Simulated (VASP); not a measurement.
**Sb: relaxation of cell and atoms with PBEsol**

The system is Sb.

```
Sb
1.0
     3.21000    0.00000    0.00000
     0.00000    3.21000    0.00000
     0.00000    0.00000    3.21000
Sb
1
Direct
  0.00000 0.00000 0.00000
```

This isn't the form of Sb at room conditions, which is rhombohedral.

```yaml
Program: VASP 6.6.1
Task: relaxation of cell and atoms
Functional: PBEsol
Potentials_or_basis: VASP PAW PBE potentials, release 64 (Sb)
Cutoff: 600 eV
k_mesh: 14 × 14 × 14
Occupations: fermi-dirac, width 0.1 eV
Spin: no spin polarisation
Dipole_correction: no
Further_INCAR_settings: ALGO = Normal; EDIFF = 1e-06; IBRION = 2; EDIFFG = -0.03; NSW = 80; ISIF = 3
```

```yaml
Relaxed_volume: 28.77 Å³/atom
Relaxed_cell: a = 3.064 Å, b = 3.064 Å, c = 3.064 Å, α = 90.00°, β = 90.00°, γ = 90.00°
Space_group_after_relaxing_to_0.1_Å: Pm-3m (No. 221)
Energy_gained_by_relaxing: 97.8 meV/atom
Ionic_steps: 3
Pressure_after_relaxing: 0.0 GPa
Band_gap_on_the_k_mesh: zero (an odd number of electrons rules out a gap without spin polarisation)
```

Step by step:
| step | energy change (eV) | largest force (eV/Å) | pressure (GPa) | volume (Å³) |
| --- | --- | --- | --- | --- |
| 1 | 0.0000 | 0.0000 | -6.40 | 33.08 |
| 2 | -0.0782 | 0.0000 | 4.11 | 27.15 |
| 3 | -0.0978 | 0.0000 | 0.00 | 28.77 |

Final structure:
```
Sb
1.0
     3.06405    0.00000    0.00000
     0.00000    3.06405    0.00000
     0.00000    0.00000    3.06405
Sb
1
Cartesian
  0.0000 0.0000 0.0000
```

Levels at points of the mesh, in eV from the Fermi level:
```tsv
k point	band 1	band 2	band 3	band 4	band 5	band 6
(0.00, 0.00, 0.00)	-12.63	3.40	3.40	3.40	7.04	7.04
(0.50, 0.00, 0.00)	-10.07	-5.80	5.54	5.54	9.22	10.67
(0.50, 0.50, 0.00)	-7.34	-3.65	-3.65	2.03	7.73	13.25
(0.50, 0.50, 0.50)	-4.28	-1.63	-1.63	-1.63	4.81	4.81
```

Run time: 21 s on 1 thread of Intel(R) Xeon(R) 6975P-C (Granite Rapids) (shared host), peak memory 0.19 GiB.

Caveat: the PAW data sets were made with another functional, which shifts forces and pressure a little; spin-orbit coupling is left out, which moves the levels of the heavy elements.
